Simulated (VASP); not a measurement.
# W12C13 in VASP: notebook

Runs on W12C13. Level: PBE. Tasks: single point.

Program: VASP 6.6.1. These are calculated values, not measurements. Logs are shortened: lines on timing, memory, paths and dates and some standing lists are left out, and cuts for length are marked.

### Step 1. The cell of the first run

The cell holds a slab with vacuum, 25 atoms: a = 5.799 Å, b = 5.799 Å, c = 20.076 Å, α = 90.00°, β = 90.00°, γ = 120.00°.

### Step 2. Single point, PBE

File INCAR:

```
SYSTEM = W12C13
  PREC = Accurate
  ENCUT = 520
  EDIFF = 1E-6
  ISMEAR = -1
  SIGMA = 0.1
  LREAL = Auto
  LASPH = .True.
  NELM = 100
  ALGO = Normal
  ISIF = 2
  LWAVE = .False.
  LCHARG = .False.
  GGA = PE
  NBANDS = 128
```

File KPOINTS:

```
Automatic mesh
0
Gamma
  3 3 1
  0 0 0
```

File POSCAR:

```
W12C13
1.0
    5.7990000000      0.0000000000      0.0000000000
   -2.8995000000      5.0220810000      0.0000000000
    0.0000000000      0.0000000000     20.0755000000
W C
12 13
Direct
    0.0000000000      0.0000000000      0.0498120000
    0.0008611733      0.0006345129      0.1916850217
    0.0047254520      0.0007666444      0.3368262400
    0.0000000000      0.5000000000      0.0498120000
   -0.0001462219      0.5001571288      0.1905409252
   -0.0033779726      0.5034402549      0.3284239355
    0.5000000000      0.0000000000      0.0498120000
    0.5006194457     -0.0006614771      0.1924656419
    0.5038505949     -0.0038267590      0.3402892805
    0.5000000000      0.5000000000      0.0498120000
    0.4993176877      0.4991043624      0.1916793164
    0.4991578379      0.4952105298      0.3368233635
    0.3333333000      0.1666667000      0.1203009000
    0.3359116298      0.1638888091      0.2622008035
    0.3380092576      0.1620549071      0.3942806688
    0.3333333000      0.6666667000      0.1203009000
    0.3352531491      0.6689864258      0.2609269216
    0.3005503948      0.6421886268      0.4033602016
    0.8333333000      0.1666667000      0.1203009000
    0.8310254011      0.1647457460      0.2609377070
    0.8577067532      0.1993513112      0.4034406558
    0.8333333000      0.6666667000      0.1203009000
    0.8325878009      0.6672958095      0.2596370470
    0.8302125573      0.6697176159      0.3910942700
    1.0721729079      0.4278809631      0.4269985306
```

Potentials or basis: VASP PAW PBE potentials, release 64 (W_sv, C).

Started as:

```sh
> cat potpaw_PBE.64/W_sv/POTCAR potpaw_PBE.64/C/POTCAR > POTCAR
> mpirun -np 1 vasp_std > vasp.out
```

OUTCAR:

```text
SYSTEM = W12C13
   PREC = Accurate
   ENCUT = 520
   EDIFF = 1E-6
   ISMEAR = -1
   LREAL = Auto
   LASPH = .True.
   NELM = 100
   ISIF = 2
   GGA = PE

 ion  position               nearest neighbor table
   1  0.000  0.000  0.050-  22 2.19  13 2.19  19 2.19   2 2.85  10 2.90   4 2.90   4 2.90  10 2.90
                             7 2.90   7 2.90
   2  0.001  0.001  0.192-  23 2.16  20 2.18  14 2.20  13 2.20  19 2.20  22 2.21   1 2.85  11 2.89
                             8 2.90   5 2.90   5 2.90   8 2.90  11 2.91   3 2.91
   3  0.005  0.001  0.337-  24 1.99  15 2.03  21 2.20  14 2.24  20 2.28  23 2.28   6 2.87  12 2.87
                             9 2.89   9 2.91   2 2.91  12 2.93   6 2.94
   4  0.000  0.500  0.050-  19 2.19  16 2.19  22 2.19   5 2.83   7 2.90   1 2.90   1 2.90   7 2.90
                            10 2.90  10 2.90
   5  1.000  0.500  0.191-  23 2.18  22 2.19  16 2.19  19 2.19  17 2.20  20 2.20   6 2.77   4 2.83
                             2 2.90  11 2.90   8 2.90  11 2.90   2 2.90   8 2.90
   6  0.997  0.503  0.328-  24 2.09  25 2.12  18 2.14  21 2.15  23 2.15  17 2.17  20 2.17   5 2.77
                             3 2.87  12 2.87   9 2.91   9 2.91  12 2.94   3 2.94
   7  0.500  0.000  0.050-  16 2.19  19 2.19  13 2.19   8 2.86  10 2.90   4 2.90  10 2.90   4 2.90
                             1 2.90   1 2.90
   8  0.501  0.999  0.192-  17 2.15  20 2.15  14 2.17  16 2.21  19 2.21  13 2.22   7 2.86  11 2.90
                             2 2.90   5 2.90   5 2.90   2 2.90  11 2.90   9 2.97
   9  0.504  0.996  0.340-  15 1.99  18 2.19  21 2.19  20 2.29  17 2.29  14 2.30   3 2.89  12 2.89
                            12 2.91   3 2.91   6 2.91   6 2.91   8 2.97
  10  0.500  0.500  0.050-  13 2.19  22 2.19  16 2.19  11 2.85   1 2.90   7 2.90   7 2.90   1 2.90
                             4 2.90   4 2.90
  11  0.499  0.499  0.192-  23 2.16  17 2.18  14 2.20  13 2.20  16 2.20  22 2.21  10 2.85   2 2.89
                             8 2.90   5 2.90   5 2.90   8 2.90   2 2.91  12 2.91
  12  0.499  0.495  0.337-  24 1.99  15 2.03  18 2.20  14 2.24  17 2.28  23 2.28   6 2.87   3 2.87
                             9 2.89   9 2.91  11 2.91   3 2.93   6 2.94
  13  0.333  0.167  0.120-  10 2.19   1 2.19   7 2.19  11 2.20   2 2.20   8 2.22
  14  0.336  0.164  0.262-   8 2.17   2 2.20  11 2.20   3 2.24  12 2.24   9 2.30
  15  0.338  0.162  0.394-   9 1.99  12 2.03   3 2.03
  16  0.333  0.667  0.120-   5 2.19   7 2.19   4 2.19  10 2.19  11 2.20   8 2.21
  17  0.335  0.669  0.261-   8 2.15   6 2.17  11 2.18   5 2.20  12 2.28   9 2.29
  18  0.301  0.642  0.403-  25 1.37   6 2.14   9 2.19  12 2.20
  19  0.833  0.167  0.120-   5 2.19   4 2.19   7 2.19   1 2.19   2 2.20   8 2.21
  20  0.831  0.165  0.261-   8 2.15   6 2.17   2 2.18   5 2.20   3 2.28   9 2.29
  21  0.858  0.199  0.403-  25 1.37   6 2.15   9 2.19   3 2.20
  22  0.833  0.667  0.120-   5 2.19   1 2.19  10 2.19   4 2.19   2 2.21  11 2.21
  23  0.833  0.667  0.260-   6 2.15  11 2.16   2 2.16   5 2.18  12 2.28   3 2.28
  24  0.830  0.670  0.391-   3 1.99  12 1.99   6 2.09
  25  0.072  0.428  0.427-  18 1.37  21 1.37   6 2.12

  LATTYP: Found a hexagonal cell.
 ALAT       =     5.7990000000
 C/A-ratio  =     3.4618899810

  Lattice vectors:

 A1 = (   5.7990000000,   0.0000000000,   0.0000000000)
 A2 = (  -2.8995000000,   5.0220810000,   0.0000000000)
 A3 = (   0.0000000000,   0.0000000000,  20.0755000000)

Analysis of symmetry for initial positions (statically):
=====================================================================
 Subroutine PRICEL returns:
 Original cell was already a primitive cell.

 Routine SETGRP: Setting up the symmetry group for a
 hexagonal supercell.

 Subroutine GETGRP returns: Found  1 space group operations
 (whereof  1 operations were pure point group operations)
 out of a pool of 24 trial point group operations.

The static configuration has the point symmetry C_1 .

Analysis of symmetry for dynamics (positions and initial velocities):
=====================================================================
 Subroutine PRICEL returns:
 Original cell was already a primitive cell.

 Routine SETGRP: Setting up the symmetry group for a
 hexagonal supercell.

 Subroutine GETGRP returns: Found  1 space group operations
 (whereof  1 operations were pure point group operations)
 out of a pool of 24 trial point group operations.

The dynamic configuration has the point symmetry C_1 .

 Subroutine INISYM returns: Found  1 space group operations
 (whereof  1 operations are pure point group operations),
 and found     1 'primitive' translations

----------------------------------------------------------------------------------------

                                     Primitive cell

  volume of cell :     584.6597

  direct lattice vectors                    reciprocal lattice vectors
[... 41 lines left out ...]
                 6           6
[... 17 lines left out ...]
                24          24
                25          25

----------------------------------------------------------------------------------------

 KPOINTS: Automatic mesh

Automatic generation of k-mesh.
 Grid dimensions read from file:
 generate k-points for:    3    3    1

 Generating k-lattice:

  Cartesian coordinates                     Fractional coordinates (reciprocal lattice)
     0.057481175  0.033186774  0.000000000     0.333333333 -0.000000000  0.000000000
     0.000000000  0.066373548  0.000000000     0.000000000  0.333333333  0.000000000
     0.000000000  0.000000000  0.049811960     0.000000000  0.000000000  1.000000000

  Length of vectors
     0.066373545  0.066373548  0.049811960

  Shift w.r.t. Gamma in fractional coordinates (k-lattice)
     0.000000000  0.000000000  0.000000000

 Subroutine IBZKPT returns following result:
 ===========================================

 Found      5 irreducible k-points:

 Following reciprocal coordinates:
            Coordinates               Weight
  0.000000  0.000000  0.000000      1.000000
  0.333333  0.000000  0.000000      2.000000
  0.000000  0.333333  0.000000      2.000000
 -0.333333  0.333333  0.000000      2.000000
  0.333333  0.333333  0.000000      2.000000
   k-points           NKPTS =      5   k-points in BZ     NKDIM =      5   number of bands    NBANDS=    128
   number of dos      NEDOS =    301   number of ions     NIONS =     25
   total plane-waves  NPLWV = 345600
   dimension x,y,z NGX =    48 NGY =   48 NGZ =  150
   dimension x,y,z NGXF=    96 NGYF=   96 NGZF=  300
   ions per type =              12  13
   NGX,Y,Z   is equivalent  to a cutoff of  13.76, 13.76, 12.42 a.u.
   NGXF,Y,Z  is equivalent  to a cutoff of  27.52, 27.52, 24.84 a.u.
 SYSTEM =  W12C13
   PREC   = accura    normal or accurate (medium, high low for compatibility)
   ISTART =      0    job   : 0-new  1-cont  2-samecut
   ICHARG =      2    charge: 1-file 2-atom 10-const
   ISPIN  =      1    spin polarized calculation?
   LNONCOLLINEAR =      F non collinear calculations
   LSORBIT =      F    spin-orbit coupling
   LASPH  =      T    aspherical Exc in radial PAW
   ENCUT  =  520.0 eV  38.22 Ry    6.18 a.u.  10.78 10.78 37.33*2*pi/ulx,y,z
   NELM   =    100;   NELMIN=  2; NELMDL= -5     # of ELM steps
   EDIFF  = 0.1E-05   stopping-criterion for ELM
   LREAL  =      T    real-space projection
   EDIFFG = 0.1E-04   stopping-criterion for IOM
   NSW    =      0    number of steps for IOM
[... 5 lines left out ...]
   TEBEG  =    0.0;   TEEND  =   0.0 temperature during run
   PSTRESS=    0.0 pullay stress
   NELECT =     220.0000    total number of electrons
   NUPDOWN=      -1.0000    fix difference up-down
   EMIN   =  10.00;   EMAX   =-10.00  energy-range for DOS
   EFERMI =   0.00;   METHOD = LEGACY
   ISMEAR =    -1;   SIGMA  =   0.10  broadening in eV -4-tet -1-fermi 0-gaus
   EFERMI_NEDOS =   21; number of points for ismear=-14 and -15
   IALGO  =     38    algorithm
   IMIX   =      4    mixing-type and parameters
     AMIX     =   0.40;   BMIX     =  1.00
     AMIX_MAG =   1.60;   BMIX_MAG =  1.00
  volume/ion in A,a.u.               =      23.39       157.82
  Fermi-wavevector in a.u.,A,eV,Ry     =   1.181902  2.233470 19.005862  1.396891
  Thomas-Fermi vector in A             =   2.318166
   LORBIT       =      0    0 simple, 1 ext, 2 COOP (PROOUT), +10 PAW based schemes
   GGA     = PE    functional components
[... 5 lines left out ...]
 non-spin polarized calculation
  energy-cutoff  :      520.00
  volume of cell :      584.66
 maximum number of plane-waves:     15795
 NGX is ok and might be reduce to    48
   NGX = 21   NGY = 21   NGZ = 75

 number of electron     219.9999991 magnetization

 Free energy of the ion-electron system (eV)
  ---------------------------------------------------
  ext. energy  EPLUGINS =         0.00000000
  ---------------------------------------------------
  free energy    TOTEN  =      -261.71370384 eV

  energy without entropy =     -261.55570985  energy(sigma->0) =     -261.63470684

 E-fermi :   1.8865     XC(G=0):  -7.0261

 val. band max:        1.7975537595   @ k =  -0.3333   0.3333   0.0000
 cond. band min:       2.0247079007   @ k =   0.0000   0.0000   0.0000
 fundamental gap:      0.2271541412
 Fermi energy:         1.8864661989

 k-point     1 :       0.0000    0.0000    0.0000
  band No.  band energies     occupation
      1     -72.2807      2.00000
      2     -72.2594      2.00000
      3     -72.2057      2.00000
      4     -72.2054      2.00000
      5     -72.1818      2.00000
      6     -72.1743      2.00000
[... 614 lines left out ...]
    121       3.7177      0.00000
    122       3.9515      0.00000
 [bands above 122 left out]

------------------------ aborting loop because EDIFF is reached ----------------------------------------

  FORCE on cell =-STRESS in cart. coord.  units (eV):
  Direction    XX          YY          ZZ          XY          YZ          ZX
  --------------------------------------------------------------------------------------
  -------------------------------------------------------------------------------------
  Total        7.4302959      3.1297981     -2.9447583     -3.7182785     -0.0418325      0.0767229
  in kB       20.3616750      8.5767690     -8.0696935    -10.1894163     -0.1146360      0.2102484
  external PRESSURE =       6.9562502 kB  Pullay stress =       0.0000000 kB

 VOLUME and BASIS-vectors are now :
 -----------------------------------------------------------------------------
  energy-cutoff  :      520.00
  volume of cell :      584.66
      direct lattice vectors                 reciprocal lattice vectors
     5.799000000  0.000000000  0.000000000     0.172443525  0.099560322  0.000000000
    -2.899500000  5.022081000  0.000000000     0.000000000  0.199120643  0.000000000
     0.000000000  0.000000000 20.075500000     0.000000000  0.000000000  0.049811960

 POSITION                                       TOTAL-FORCE (eV/Angst)
 -----------------------------------------------------------------------------------
      0.00000      0.00000      1.00000         0.017757      0.025428      0.773384
      0.00315      0.00319      3.84817        -0.007267      0.002674     -0.000934
      0.02518      0.00385      6.76196        -0.034220      0.025136     -0.016339
     -1.44975      2.51104      1.00000        -0.010018      0.005475      0.623105
      4.34795      2.51183      3.82520         0.007656     -0.008913     -0.024074
      4.31969      2.52832      6.59327        -0.002884     -0.015566     -0.041113
[... 17 lines left out ...]
      2.87256      3.36338      7.85141         0.009547     -0.005102      0.082980
     -0.82211      2.14885      8.57221         0.016782     -0.031089      0.051976
 -----------------------------------------------------------------------------------
    total drift:                                0.012553     -0.008173     -0.001154

  FREE ENERGIE OF THE ION-ELECTRON SYSTEM (eV)
  ---------------------------------------------------
  free  energy   TOTEN  =      -261.7137038413 eV

  energy  without entropy=     -261.5557098456  energy(sigma->0) =     -261.63470684
```

It took 28 min on 1 thread of Intel Xeon 6975P-C, shared host; peak memory 0.81 GiB.

What came out:

```
Free energy            : -261.7137 eV
Largest force          : 0.879 eV/Å
Band gap on the k mesh : zero (band 110 reaches 2.39 eV, above the bottom of band 111 at 1.80 eV)
```

Forces on the atoms (eV/Å):
```
W    0.018  0.025  0.773
W   -0.007  0.003 -0.001
W   -0.034  0.025 -0.016
W   -0.010  0.005  0.623
W    0.008 -0.009 -0.024
W   -0.003 -0.016 -0.041
W    0.016 -0.009  0.870
W    0.000  0.004 -0.019
W    0.000 -0.001  0.021
W   -0.013 -0.029  0.773
W   -0.003  0.003  0.002
W   -0.031  0.019 -0.021
C   -0.003  0.001 -0.781
C    0.009  0.004  0.010
C   -0.001 -0.004  0.080
C    0.107  0.074 -0.823
C   -0.001  0.009  0.008
C    0.057  0.056  0.055
C   -0.010 -0.130 -0.822
C   -0.010 -0.005  0.007
C   -0.010 -0.055  0.039
C   -0.115  0.066 -0.869
C    0.009 -0.001  0.021
C    0.010 -0.005  0.083
C    0.017 -0.031  0.052
```

Caveat: the k points lie up to 0.42 Å⁻¹ apart; spin-orbit coupling is left out, which moves the levels of the heavy elements.

### Step 3. Single point, PBE

INCAR, as its differences from that of step 2:

```diff
@@ -8,3 +8,3 @@
   LASPH = .True.
-  NELM = 100
+  NELM = 60
   ALGO = Normal
```

File KPOINTS:

```
regular mesh
0
Gamma
  3 3 1
  0 0 0
```

File POSCAR:

```
W12C13
1.0
    5.7990000000      0.0000000000      0.0000000000
   -2.8995000000      5.0220810000      0.0000000000
    0.0000000000      0.0000000000     20.0755000000
W C
12 13
Direct
    0.0000000000      0.0000000000      0.0498120097
    0.0008611856      0.0006345975      0.1916850390
    0.0047254352      0.0007666145      0.3368262310
    0.0000000498      0.5000000996      0.0498120097
   -0.0001462635      0.5001572057      0.1905409081
   -0.0033779669      0.5034403069      0.3284239496
    0.5000000000      0.0000000000      0.0498120097
    0.5006194244     -0.0006614788      0.1924656422
    0.5038505746     -0.0038267005      0.3402892581
    0.5000000498      0.5000000996      0.0498120097
    0.4993177043      0.4991044549      0.1916793106
    0.4991577349      0.4952104516      0.3368233419
    0.3333333831      0.1666667662      0.1203009140
    0.3359116528      0.1638888341      0.2622007920
    0.3380091875      0.1620549330      0.3942806904
    0.3333333333      0.6666666667      0.1203009140
    0.3352531697      0.6689864222      0.2609269009
    0.3005503965      0.6421885669      0.4033602152
    0.8333333831      0.1666667662      0.1203009140
    0.8310254510      0.1647458494      0.2609377101
    0.8577066524      0.1993512251      0.4034406615
    0.8333333333      0.6666666667      0.1203009140
    0.8325877612      0.6672958879      0.2596370701
    0.8302124783      0.6697175932      0.3910942691
    1.0721729499      0.4278809920      0.4269985305
```

Potentials or basis: VASP PAW PBE potentials, release 64 (W_sv, C).

Started as:

```sh
> cat potpaw_PBE.64/W_sv/POTCAR potpaw_PBE.64/C/POTCAR > POTCAR
> mpirun -np 1 vasp_std > vasp.out
```

Wall time 30 min (1 thread of Intel Xeon 6975P-C, shared host); peak memory 0.82 GiB.

The run converged. Its results:

| Property | Result |
| --- | --- |
| Free energy | -261.7137 eV |
| Largest force | 0.879 eV/Å |
| Band gap on the k mesh | zero (band 110 reaches 2.39 eV, above the bottom of band 111 at 1.80 eV) |

Forces in eV/Å, atoms in the order of the input:
```
W    0.018  0.025  0.773
W   -0.007  0.003 -0.001
W   -0.034  0.025 -0.016
W   -0.010  0.005  0.623
W    0.008 -0.009 -0.024
W   -0.003 -0.016 -0.041
W    0.016 -0.009  0.870
W    0.000  0.004 -0.019
W    0.000 -0.001  0.021
W   -0.013 -0.029  0.773
W   -0.003  0.003  0.002
W   -0.031  0.019 -0.021
C   -0.003  0.001 -0.781
C    0.009  0.004  0.010
C   -0.001 -0.004  0.080
C    0.107  0.074 -0.823
C   -0.001  0.009  0.008
C    0.057  0.056  0.055
C   -0.010 -0.130 -0.822
C   -0.010 -0.005  0.007
C   -0.010 -0.055  0.039
C   -0.115  0.066 -0.869
C    0.009 -0.001  0.021
C    0.010 -0.005  0.083
C    0.017 -0.031  0.052
```

Levels at points of the mesh, in eV from the Fermi level:
| k point | band 108 | band 109 | band 110 | band 111 | band 112 | band 113 |
| --- | --- | --- | --- | --- | --- | --- |
| (0.00, 0.00, 0.00) | 0.14 | 0.48 | 0.50 | 0.51 | 0.77 | 0.78 |

Caveat: the k points lie up to 0.42 Å⁻¹ apart; spin-orbit coupling is left out, which moves the levels of the heavy elements.
